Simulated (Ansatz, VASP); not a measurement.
**One calculation of Ti, two programs**

```
CELL_PARAMETERS angstrom
-1.50972 1.50972 1.50972
1.50972 -1.50972 1.50972
1.50972 1.50972 -1.50972
ATOMIC_POSITIONS crystal
Ti 0.00000 0.00000 0.00000
```

Change from the starting cell: strain -0.080 along x and y, -0.080 along z, atoms carried along.

Alike in both runs: task single point; functional PBEsol; k mesh 20 × 20 × 20; occupations gaussian, width 0.15 eV; no spin polarisation.

|  | VASP | Ansatz |
| --- | --- | --- |
| version | VASP 6.6.1 | Ansatz 0.2.0 |
| potentials or method | VASP PAW PBE potentials, release 64 (Ti_sv), cutoff 520 eV | scalar-relativistic, plane waves, PAW |
| valence electrons in the cell | 12 | 12 |

VASP gave:

| Property | Result |
| --- | --- |
| gap on the k mesh at the Fermi level (eV) | none |
| pressure (GPa) | 27.1 |

Task: Which values does Ansatz return?

Result: gap on the k mesh at the Fermi level (eV): none; pressure (GPa): 27.8.

VASP's potentials were made for PBE, not for PBEsol. A gap of «none» marks a metal or a gap that the smearing closes.
